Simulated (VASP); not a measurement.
# Fe (Im-3m) in VASP: single point with PBE

Aim: the single point of Fe with PBE.

Program: VASP 6.6.1. These are calculated values, not measurements. Logs are shortened: lines on timing, memory, paths and dates and some standing lists are left out, and cuts for length are marked.

### Step 1. The cell of the first run

The structure is cubic, space group Im-3m (No. 229). Conventional cell: a = 2.831 Å, b = 2.831 Å, c = 2.831 Å, α = 90.00°, β = 90.00°, γ = 90.00°. Fe (site symmetry m-3m) has 14 Fe at 2.45 to 2.83 Å within 3.2 Å.

### Step 2. Single point, PBE, collinear spin, ferromagnetic start

The input, INCAR:

```
SYSTEM = Fe
  PREC = Accurate
  ENCUT = 520
  EDIFF = 1E-6
  ISMEAR = -1
  SIGMA = 0.1
  LREAL = .False.
  LASPH = .True.
  NELM = 150
  ALGO = Normal
  ISIF = 2
  LWAVE = .False.
  LCHARG = .False.
  ISPIN = 2
  MAGMOM = 2.5 2.5 2.5
  LORBIT = 11
  LMAXMIX = 4
  GGA = PE
  NBANDS = 23
```

The input, KPOINTS:

```
Automatic mesh
0
Gamma
  11 11 15
  0 0 0
```

The input, POSCAR:

```
Fe
1.0
    0.0000000000      2.8313533356     -2.8313533356
   -2.8313533356      0.0000000000      2.8313533356
    1.4156766678      1.4156766678      1.4156766678
Fe
3
Direct
    0.0000000000      0.0000000000      0.0000000000
    0.3333333330      0.6666666670      0.3333333330
    0.6666666670      0.3333333330      0.6666666670
```

Potentials or basis: VASP PAW PBE potentials, release 64 (Fe).

Launch:

```
> cat potpaw_PBE.64/Fe/POTCAR > POTCAR
> mpirun -np 1 vasp_std > vasp.out
```

OUTCAR:

```text
SYSTEM = Fe
   PREC = Accurate
   ENCUT = 520
   EDIFF = 1E-6
   ISMEAR = -1
   LREAL = .False.
   LASPH = .True.
   NELM = 150
   ISIF = 2
   ISPIN = 2
   LORBIT = 11
   GGA = PE

 ion  position               nearest neighbor table
   1  0.000  0.000  0.000-   2 2.45   3 2.45   3 2.45   2 2.45   3 2.45   2 2.45   3 2.83   2 2.83
                             3 2.83   3 2.83   2 2.83   2 2.83
   2  0.333  0.667  0.333-   1 2.45   3 2.45   3 2.45   1 2.45   1 2.45   3 2.45   3 2.83   3 2.83
                             1 2.83   1 2.83   1 2.83   3 2.83
   3  0.667  0.333  0.667-   1 2.45   2 2.45   2 2.45   1 2.45   1 2.45   2 2.45   2 2.83   2 2.83
                             1 2.83   1 2.83   1 2.83   2 2.83

  LATTYP: Found a hexagonal cell.
 ALAT       =     4.0041382871
 C/A-ratio  =     0.6123724357

  Lattice vectors:

 A1 = (   0.0000000000,   2.8313533356,  -2.8313533356)
 A2 = (  -2.8313533356,   0.0000000000,   2.8313533356)
 A3 = (   1.4156766678,   1.4156766678,   1.4156766678)

Analysis of symmetry for initial positions (statically):
=====================================================================
 Subroutine PRICEL returns following result:

  LATTYP: Found a body centered cubic cell.
 ALAT       =     2.8313533337
[... 12 lines left out ...]
 Subroutine GETGRP returns: Found 12 space group operations
 (whereof 12 operations were pure point group operations)
 out of a pool of 24 trial point group operations.

The static configuration has the point symmetry D_3d.

Analysis of symmetry for dynamics (positions and initial velocities):
=====================================================================
 Subroutine PRICEL returns following result:

  LATTYP: Found a body centered cubic cell.
 ALAT       =     2.8313533337
[... 12 lines left out ...]
 Subroutine GETGRP returns: Found 12 space group operations
 (whereof 12 operations were pure point group operations)
 out of a pool of 24 trial point group operations.

The dynamic configuration has the point symmetry D_3d.

Analysis of structural, dynamic, and magnetic symmetry:
=====================================================================
 Subroutine PRICEL returns following result:

  LATTYP: Found a body centered cubic cell.
 ALAT       =     2.8313533337
[... 12 lines left out ...]
 Subroutine GETGRP returns: Found 12 space group operations
 (whereof 12 operations were pure point group operations)
 out of a pool of 24 trial point group operations.

The overall configuration has the point symmetry D_3d.

 Subroutine INISYM returns: Found 12 space group operations
 (whereof 12 operations are pure point group operations),
 and found     3 'primitive' translations

----------------------------------------------------------------------------------------
[... 114 lines left out ...]
  Thomas-Fermi vector in A             =   2.573836
   LORBIT       =     11    0 simple, 1 ext, 2 COOP (PROOUT), +10 PAW based schemes
   GGA     = PE    functional components
   LHFCALC =     F    Hartree Fock is set to
   AEXX    =    0.0000 exact exchange contribution
   IVDW    =     0    specifies the selected vdW correction
   LEPSILON=     F    determine dielectric tensor
   LRPA    =     F    only Hartree local field effects (RPA)
 spin polarized calculation
  energy-cutoff  :      520.00
  volume of cell :       34.05
 maximum number of plane-waves:       939
 NGX is ok and might be reduce to    30
   NGX = 15   NGY = 15   NGZ =  9

 number of electron      23.9999985 magnetization       6.5469882

 Free energy of the ion-electron system (eV)
  ---------------------------------------------------
  ext. energy  EPLUGINS =         0.00000000
  ---------------------------------------------------
  free energy    TOTEN  =       -24.77634823 eV

  energy without entropy =      -24.68315792  energy(sigma->0) =      -24.72975307

 E-fermi :   5.8480     XC(G=0): -13.1228

 val. band max:        5.8478166983   @ k =   0.3636   0.2727   0.0667
 cond. band min:       5.8487087779   @ k =   0.3636   0.1818   0.0667
 fundamental gap:      0.0008920796
 Fermi energy:         5.8479502683

 spin component 1

 k-point     1 :       0.0000    0.0000    0.0000
  band No.  band energies     occupation
      1      -2.6043      1.00000
      2       2.1556      1.00000
      3       2.1556      1.00000
      4       2.7278      1.00000
      5       2.7278      1.00000
      6       2.7278      1.00000
[... 613 lines left out ...]
     22      22.8709      0.00000
     23      23.7748      0.00000

 [... further k-points ...]

 spin component 2

 k-point     1 :       0.0000    0.0000    0.0000
  band No.  band energies     occupation
      1      -2.4372      1.00000
      2       3.6691      1.00000
      3       3.6691      1.00000
      4       4.2226      1.00000
      5       4.2226      1.00000
      6       4.2227      1.00000
[... 613 lines left out ...]
     22      23.2758      0.00000
     23      24.3699      0.00000

 [... further k-points ...]
[... 5 lines left out ...]
  --------------------------------------------------------------------------------------
  -------------------------------------------------------------------------------------
  Total        0.0068877      0.0068877      0.0068877     -0.0034100     -0.0034100     -0.0034100
  in kB        0.3241264      0.3241264      0.3241264     -0.1604701     -0.1604701     -0.1604701
  external PRESSURE =       0.3241264 kB  Pullay stress =       0.0000000 kB

 VOLUME and BASIS-vectors are now :
 -----------------------------------------------------------------------------
  energy-cutoff  :      520.00
  volume of cell :       34.05
      direct lattice vectors                 reciprocal lattice vectors
     0.000000000  2.831353336 -2.831353336    -0.117729331  0.235458662 -0.117729331
    -2.831353336  0.000000000  2.831353336    -0.235458662  0.117729331  0.117729331
     1.415676668  1.415676668  1.415676668     0.235458662  0.235458662  0.235458662

 POSITION                                       TOTAL-FORCE (eV/Angst)
 -----------------------------------------------------------------------------------
      0.00000      0.00000      0.00000         0.000000      0.000000      0.000000
     -1.41568      1.41568      1.41568        -0.000000     -0.000000     -0.000000
      0.00000      2.83135     -0.00000        -0.000000     -0.000000     -0.000000
 -----------------------------------------------------------------------------------
    total drift:                                0.000000     -0.000000     -0.000000

  FREE ENERGIE OF THE ION-ELECTRON SYSTEM (eV)
  ---------------------------------------------------
  free  energy   TOTEN  =       -24.7763482251 eV

  energy  without entropy=      -24.6831579221  energy(sigma->0) =      -24.72975307

 total charge

# of ion       s       p       d       tot
------------------------------------------
    1        0.488   0.542   6.241   7.270
    2        0.488   0.542   6.241   7.270
    3        0.488   0.542   6.241   7.270
--------------------------------------------------
tot          1.463   1.625  18.723  21.811

 magnetization (x)

# of ion       s       p       d       tot
------------------------------------------
    1       -0.013  -0.055   2.248   2.179
    2       -0.013  -0.055   2.248   2.179
    3       -0.013  -0.055   2.248   2.179
--------------------------------------------------
tot         -0.039  -0.165   6.743   6.538
```

OSZICAR:

```text
N       E                     dE             d eps       ncg     rms          rms(c)
DAV:   1     0.149096901260E+03    0.14910E+03   -0.10422E+04 18896   0.135E+03
DAV:   2    -0.210477190650E+02   -0.17014E+03   -0.15754E+03 18223   0.266E+02
DAV:   3    -0.277255788610E+02   -0.66779E+01   -0.63160E+01 20946   0.756E+01
DAV:   4    -0.277856554424E+02   -0.60077E-01   -0.60050E-01 20029   0.737E+00
DAV:   5    -0.277862950699E+02   -0.63963E-03   -0.63962E-03 21002   0.605E-01    0.197E+01
DAV:   6    -0.249842217095E+02    0.28021E+01   -0.16478E+01 19637   0.676E+01    0.949E+00
DAV:   7    -0.248114000625E+02    0.17282E+00   -0.13709E+00 21079   0.189E+01    0.576E+00
DAV:   8    -0.247972881446E+02    0.14112E-01   -0.28376E-02 20782   0.141E+00    0.246E+00
DAV:   9    -0.247758887250E+02    0.21399E-01   -0.75752E-03 23182   0.743E-01    0.622E-01
DAV:  10    -0.247762876485E+02   -0.39892E-03   -0.29234E-03 21200   0.627E-01    0.202E-01
DAV:  11    -0.247763346908E+02   -0.47042E-04   -0.31690E-04 21901   0.256E-01    0.531E-02
DAV:  12    -0.247763449850E+02   -0.10294E-04   -0.29013E-05 19700   0.607E-02    0.185E-02
DAV:  13    -0.247763474199E+02   -0.24348E-05   -0.14162E-06 16245   0.124E-02    0.111E-02
DAV:  14    -0.247763482251E+02   -0.80526E-06   -0.16225E-06 13753   0.172E-02
   1 F= -.24776348E+02 E0= -.24729753E+02  d E =-.931903E-01  mag=     6.5475
```

stdout:

```text
POSCAR found type information on POSCAR Fe
 POSCAR found :  1 types and       3 ions
 scaLAPACK will be used
 LDA part: xc-table for (Slater+PW92), standard interpolation
 POSCAR, INCAR and KPOINTS ok, starting setup
 FFT: planning ... GRIDC
 FFT: planning ... GRID_SOFT
 FFT: planning ... GRID
 WAVECAR not read
 entering main loop
```

Run time: 4.6 min. Hardware: 1 thread of Intel Xeon 6975P-C, shared host; peak memory 0.32 GiB.

What came out:

```
Free energy                                           : -24.7763 eV
Pressure                                              : 0.0 GPa
Net moment                                            : 6.55 μB per cell
Site moments                                          : Fe +2.18 μB
Valence electrons inside the program's atomic spheres : Fe 7.27
```
